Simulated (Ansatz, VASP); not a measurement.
Two plane-wave programs on BeGa2C2

The input INCAR:

```
SYSTEM = BeGa2C2
ALGO = Normal
EDIFF = 1E-6
ENCUT = 520
GGA = PE
ISIF = 2
ISMEAR = 0
LASPH = .TRUE.
LCHARG = .TRUE.
LELF = .TRUE.
LREAL = .FALSE.
LVHAR = .TRUE.
LWAVE = .FALSE.
NBANDS = 26
NELM = 80
PREC = Accurate
SIGMA = 0.1
```

File KPOINTS:

```
k-points
0
G
  6 6 4
  0 0 0
```

Contents of POSCAR:

```
BeGa2C2
1.0
    1.6896969800     -3.3182875700      0.0000000000
    1.6896969800      3.3182875700      0.0000000000
    0.0000000000      0.0000000000      7.4098449200
Be Ga C
1 2 2
Direct
    0.5000000000      0.5000000000      0.0000000000
    0.0000000000      0.0000000000      0.6465579600
    0.0000000000      0.0000000000      0.3534420400
    0.0000000000      0.0000000000      0.0859099900
    0.0000000000      0.0000000000      0.9140900100
```

Input for Ansatz:

```yaml
crystal:
  lattice:
    - [1.68969698, -3.31828757, 0.0]
    - [1.68969698, 3.31828757, 0.0]
    - [0.0, 0.0, 7.40984492]
  atoms:
    - { symbol: Be, position: [0.5, 0.5, 0.0] }
    - { symbol: Ga, position: [0.0, 0.0, 0.64655796] }
    - { symbol: Ga, position: [0.0, 0.0, 0.35344204] }
    - { symbol: C, position: [0.0, 0.0, 0.08590999] }
    - { symbol: C, position: [0.0, 0.0, 0.91409001] }
basis:
  ecutwfc: 420
kpoints:
  mp_grid: { grid: [6, 6, 4] }
hamiltonian:
  xc: pbe
scf:
  occupations: { method: gaussian, width: 0.1 }
  lower_state_search: "off"
output:
  forces: true
  stress: true
  eigenvalues: true
```

Alike in both runs: task single point; functional PBE; k mesh 6 × 6 × 4; occupations gaussian, width 0.1 eV; no spin polarisation.

```csv
,VASP,Ansatz
version,VASP 6.6.1,Ansatz 0.2.0
potentials or method,"VASP PAW PBE potentials, release 64 (Be, Ga_d, C), cutoff 520 eV","scalar-relativistic, plane waves, PAW"
valence electrons in the cell,36,36
```

```csv
,VASP,Ansatz,Ansatz less VASP
gap on the k mesh at the Fermi level (eV),none,none,-
pressure (GPa),2.4,2.3,-0.12
"traceless stress, the component that is largest in VASP (GPa)",22.78,22.60,-0.186
rms of the force components (eV/Å),1.996,1.957,-0.0387
```

Atom by atom the forces differ by 0.040 eV/Å (rms over components). A gap of «none» marks a metal or a gap that the smearing closes. With one functional, cell and mesh, what is left measures potentials, basis and numerics.
